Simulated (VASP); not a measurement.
# Sb (I4/mmm) in VASP: further runs, part 2 of 2

VASP 6.6.1.

### Step 3. Single point, LDA

INCAR reads:

```
ALGO = Normal
EDIFF = 1E-6
ENCUT = 520
ISIF = 2
ISMEAR = -1
LASPH = True
LCHARG = True
LELF = True
LREAL = False
LVHAR = True
LWAVE = False
NBANDS = 8
NELM = 100
PREC = Accurate
SIGMA = 0.15
```

KPOINTS reads:

```
k-points
0
Gamma
  5 5 5
```

POSCAR reads:

```
Sb
1.0
    3.5107790000      0.0000000000      0.0000000000
    0.6789527250      3.4445017614      0.0000000000
   -2.0948657819     -1.7222508144      2.2295646828
Sb
1
Direct
    0.0000000000      0.0000000000      0.0000000000
```

Potentials or basis: VASP PAW LDA potentials, release 64 (Sb).

Started as:

```bash
> cat potpaw_LDA.64/Sb/POTCAR > POTCAR
> mpirun -np 1 vasp_std > vasp.out
```

It took 4.2 s on 1 thread of AMD EPYC 7R13 (Zen 3), shared host; peak memory 0.1 GiB.

Results (log left out):

| Item | Value |
| --- | --- |
| Free energy | -4.5083 eV |
| Pressure | -2.3 GPa |

Stress tensor (GPa, compression positive):
```
-2.39 -0.14  0.00
-0.14 -2.34  0.00
 0.00  0.00 -2.22
```

Levels at points of the mesh, in eV from the Fermi level:
| k point | band 1 | band 2 | band 3 | band 4 | band 5 |
| --- | --- | --- | --- | --- | --- |
| (0.00, 0.00, 0.00) | -13.06 | 4.45 | 5.24 | 5.24 | 9.07 |

Caveat: the k points lie up to 0.56 Å⁻¹ apart; spin-orbit coupling is left out, which moves the levels of the heavy elements.

### Step 4. Single point, LDA

INCAR reads:

```
SYSTEM = Sb
PREC = Accurate ; ENCUT = 520
EDIFF = 1E-6 ; ISMEAR = -1
SIGMA = 0.15 ; LREAL = .False.
LASPH = .True. ; NELM = 100
ALGO = Normal ; ISIF = 2
LWAVE = .False. ; LCHARG = .True.
LELF = .True. ; LVHAR = .True.
NBANDS = 8
```

KPOINTS reads:

```
Automatic mesh
0
Gamma
  6 6 6
  0 0 0
```

POSCAR is that of step 3.

Started as:

```bash
> cat potpaw_LDA.64/Sb/POTCAR > POTCAR
> mpirun -np 1 vasp_std > vasp.out
```

Wall time 6.1 s (1 thread of AMD EPYC 7R13 (Zen 3), shared host); peak memory 0.11 GiB.

The run converged. Its results:

```
Free energy : -4.6088 eV
Pressure    : -2.4 GPa
```

Stress tensor (GPa, compression positive):
```
-3.16 -1.38  0.00
-1.38 -2.61  0.00
 0.00  0.00 -1.48
```

Levels at points of the mesh, in eV from the Fermi level:
```tsv
k point	band 1	band 2	band 3	band 4	band 5	band 6
(0.00, 0.00, 0.00)	-13.03	4.47	5.29	5.29	9.12	10.37
(0.50, 0.00, 0.00)	-9.24	-5.84	1.66	5.23	6.04	9.94
(0.50, 0.50, 0.00)	-6.79	-4.44	-1.09	0.50	3.45	4.34
(0.50, 0.50, 0.50)	-9.39	-5.71	2.01	2.01	5.83	6.03
```

Caveat: the k points lie up to 0.47 Å⁻¹ apart; spin-orbit coupling is left out, which moves the levels of the heavy elements.

### Step 5. Single point, LDA

INCAR reads:

```
SYSTEM = Sb
  PREC = Accurate
  ENCUT = 520
  EDIFF = 1E-6
  ISMEAR = -1
  SIGMA = 0.15
  LREAL = .False.
  LASPH = .True.
  NELM = 100
  ALGO = Normal
  ISIF = 2
  LWAVE = .False.
  LCHARG = .False.
  GGA = CA
  NBANDS = 8
```

KPOINTS reads:

```
regular mesh
0
Gamma
  8 8 8
  0 0 0
```

POSCAR is that of step 4.

Started as:

```bash
> cat potpaw_LDA.64/Sb/POTCAR > POTCAR
> mpirun -np 1 vasp_std > vasp.out
```

Run time: 9.5 s. Hardware: 1 thread of AMD EPYC 7R13 (Zen 3), shared host; peak memory 0.11 GiB.

It converged, with:

```yaml
Free_energy: -4.5668 eV
Pressure: -2.3 GPa
```

Stress tensor (GPa, compression positive):
```
-1.83  0.83  0.00
 0.83 -2.15  0.00
 0.00  0.00 -2.84
```

Levels at points of the mesh, in eV from the Fermi level:
| k point | band 1 | band 2 | band 3 | band 4 | band 5 | band 6 | band 7 |
| --- | --- | --- | --- | --- | --- | --- | --- |
| (0.00, 0.00, 0.00) | -13.05 | 4.47 | 5.25 | 5.25 | 9.08 | 10.36 | 10.44 |
| (0.50, 0.00, 0.00) | -9.26 | -5.86 | 1.65 | 5.20 | 6.03 | 9.92 | 10.43 |
| (0.50, 0.50, 0.00) | -6.81 | -4.47 | -1.13 | 0.50 | 3.42 | 4.33 | 14.82 |
| (0.50, 0.50, 0.50) | -9.42 | -5.72 | 1.99 | 1.99 | 5.79 | 6.02 | 16.75 |

Caveat: spin-orbit coupling is left out, which moves the levels of the heavy elements.

### Step 6. Single point, LDA

INCAR reads:

```
  PREC = Accurate
  ENCUT = 520
  EDIFF = 1E-6
  ISMEAR = -1
  SIGMA = 0.15
  LREAL = False
  LASPH = True
  NELM = 80
  ALGO = Normal
  ISIF = 2
  LWAVE = False
  LCHARG = False
  NBANDS = 8
```

KPOINTS reads:

```
regular mesh
0
Gamma
  10 10 10
```

POSCAR is that of step 5.

Potentials or basis: VASP PAW LDA potentials, release 64 (Sb).

Started as:

```bash
> cat potpaw_LDA.64/Sb/POTCAR > POTCAR
> mpirun -np 1 vasp_std > vasp.out
```

It took 14 s on 1 thread of AMD EPYC 7R13 (Zen 3), shared host; peak memory 0.12 GiB.

It converged, with:

| Item | Value |
| --- | --- |
| Free energy | -4.5737 eV |
| Pressure | -2.0 GPa |

Stress tensor (GPa, compression positive):
```
-1.93  0.09  0.00
 0.09 -1.97  0.00
 0.00  0.00 -2.04
```

Levels at points of the mesh, in eV from the Fermi level:
```
           k point  band 1  band 2  band 3  band 4  band 5  band 6  band 7
(0.00, 0.00, 0.00)  -12.92    4.59    5.39    5.39    9.22   10.48   10.56
(0.50, 0.00, 0.00)   -9.13   -5.73    1.77    5.33    6.15   10.05   10.56
(0.50, 0.50, 0.00)   -6.69   -4.34   -0.99    0.61    3.55    4.44   14.95
(0.50, 0.50, 0.50)   -9.28   -5.61    2.12    2.12    5.93    6.14   16.89
```

Caveat: spin-orbit coupling is left out, which moves the levels of the heavy elements.

### Step 7. Single point, LDA

INCAR reads:

```
PREC     = Accurate       # precision mode
ENCUT    = 520            # plane-wave cutoff, eV
EDIFF    = 1E-7           # SCF threshold, eV
ISMEAR   = -1             # smearing method
SIGMA    = 0.15           # smearing width, eV
LREAL    = F              # projectors in reciprocal space
LASPH    = T              # aspherical terms in the spheres
NELM     = 80             # most SCF steps
ALGO     = Normal         # electronic algorithm
ISIF     = 2              # what is computed and relaxed
LWAVE    = F              # write WAVECAR
LCHARG   = F              # write CHGCAR
GGA      = CA             # functional
NBANDS   = 8              # bands
```

KPOINTS reads:

```
regular mesh
0
Gamma
  12 12 12
```

POSCAR is that of step 6.

Potentials or basis: VASP PAW LDA potentials, release 64 (Sb).

Started as:

```bash
> cat potpaw_LDA.64/Sb/POTCAR > POTCAR
> mpirun -np 1 vasp_std > vasp.out
```

OUTCAR:

```text
PREC = Accurate
   ENCUT = 520
   EDIFF = 1E-7
   ISMEAR = -1
   LREAL = F
   LASPH = T
   NELM = 80
   ISIF = 2
   GGA = CA

 ion  position               nearest neighbor table
   1  0.000  0.000  0.000-

  LATTYP: Found a body centered tetragonal cell.
 ALAT       =     3.1530805229
 C/A-ratio  =     1.7201835476

  Lattice vectors:

 A1 = (   3.5107790000,   0.0000000000,   0.0000000000)
 A2 = (   0.6789527250,   3.4445017614,   0.0000000000)
[... 435 lines left out ...]
  band No.  band energies     occupation
      1      -1.3911      2.00000
      2       4.7863      2.00000
      3       9.6655      0.00038
      4      11.1386      0.00000
      5      15.0033      0.00000
      6      16.7502      0.00000
      7      18.7587      0.00000
      8      21.7168      0.00000

 [... further k-points ...]
[... 5 lines left out ...]
  --------------------------------------------------------------------------------------
  -------------------------------------------------------------------------------------
  Total       -0.3711437     -0.3700925     -0.3679002     -0.0026666     -0.0000000     -0.0000000
  in kB      -22.0547811    -21.9923116    -21.8620378     -0.1584620     -0.0000007     -0.0000008
  external PRESSURE =     -21.9697102 kB  Pullay stress =       0.0000000 kB

 VOLUME and BASIS-vectors are now :
 -----------------------------------------------------------------------------
  energy-cutoff  :      520.00
  volume of cell :       26.96
      direct lattice vectors                 reciprocal lattice vectors
     3.510779000  0.000000000  0.000000000     0.284837069 -0.056144812  0.224259016
     0.678952725  3.444501761  0.000000000     0.000000000  0.290317750  0.224259015
    -2.094865782 -1.722250814  2.229564683     0.000000000  0.000000000  0.448518048

 POSITION                                       TOTAL-FORCE (eV/Angst)
 -----------------------------------------------------------------------------------
      0.00000      0.00000      0.00000         0.000000     -0.000000      0.000000
 -----------------------------------------------------------------------------------
    total drift:                               -0.000000     -0.000000     -0.000000

  FREE ENERGIE OF THE ION-ELECTRON SYSTEM (eV)
  ---------------------------------------------------
  free  energy   TOTEN  =        -4.5697698850 eV

  energy  without entropy=       -4.5205637586  energy(sigma->0) =       -4.54516682
```

OSZICAR:

```text
N       E                     dE             d eps       ncg     rms          rms(c)
DAV:   1     0.474096290603E+01    0.47410E+01   -0.16620E+03  2624   0.408E+02
DAV:   2    -0.446248305003E+01   -0.92034E+01   -0.88646E+01  3648   0.530E+01
DAV:   3    -0.457814406901E+01   -0.11566E+00   -0.11546E+00  3032   0.658E+00
DAV:   4    -0.457853157449E+01   -0.38751E-03   -0.38750E-03  3960   0.479E-01
DAV:   5    -0.457853217601E+01   -0.60152E-06   -0.60173E-06  3368   0.132E-02    0.185E+00
DAV:   6    -0.457277644041E+01    0.57557E-02   -0.25557E-03  3016   0.221E-01    0.106E+00
DAV:   7    -0.456978673683E+01    0.29897E-02   -0.47366E-03  3256   0.302E-01    0.338E-02
DAV:   8    -0.456977016221E+01    0.16575E-04   -0.77287E-05  3320   0.625E-02    0.859E-03
DAV:   9    -0.456976990117E+01    0.26104E-06   -0.98496E-07  3920   0.725E-03    0.473E-03
DAV:  10    -0.456976988503E+01    0.16143E-07   -0.36028E-08  3056   0.105E-03
   1 F= -.45697699E+01 E0= -.45451668E+01  d E =-.492061E-01
```

It took 25 s on 1 thread of AMD EPYC 7R13 (Zen 3), shared host; peak memory 0.13 GiB.

Results:

```
Free energy : -4.5698 eV
Pressure    : -2.2 GPa
```

Levels at points of the mesh, in eV from the Fermi level:
```csv
k point,band 1,band 2,band 3,band 4,band 5,band 6
"(0.00, 0.00, 0.00)",-12.95,4.57,5.36,5.36,9.19,10.46
"(0.50, 0.00, 0.00)",-9.16,-5.76,1.75,5.30,6.13,10.02
"(0.50, 0.50, 0.00)",-6.71,-4.36,-1.02,0.59,3.52,4.42
"(0.50, 0.50, 0.50)",-9.31,-5.62,2.09,2.09,5.90,6.11
```

Caveat: spin-orbit coupling is left out, which moves the levels of the heavy elements.

### Step 8. The runs side by side

| k mesh | gap on the mesh (eV) | pressure (GPa) |
| --- | --- | --- |
| 3 × 3 × 3 | none | -1.0 |
| 5 × 5 × 5 | none | -2.3 |
| 6 × 6 × 6 | none | -2.4 |
| 8 × 8 × 8 | none | -2.3 |
| 10 × 10 × 10 | none | -2.0 |
| 12 × 12 × 12 | none | -2.2 |

Alike in all rows: task single point; level LDA; potentials or basis VASP PAW LDA potentials, release 64 (Sb); no spin polarisation; cell as given; cutoff (eV) 520; smearing fermi-dirac 0.15 eV.

Caveats: some runs use coarse meshes; spin-orbit coupling is left out, which moves the levels of the heavy elements.

Absolute energies hang on the potentials; compare differences alone.
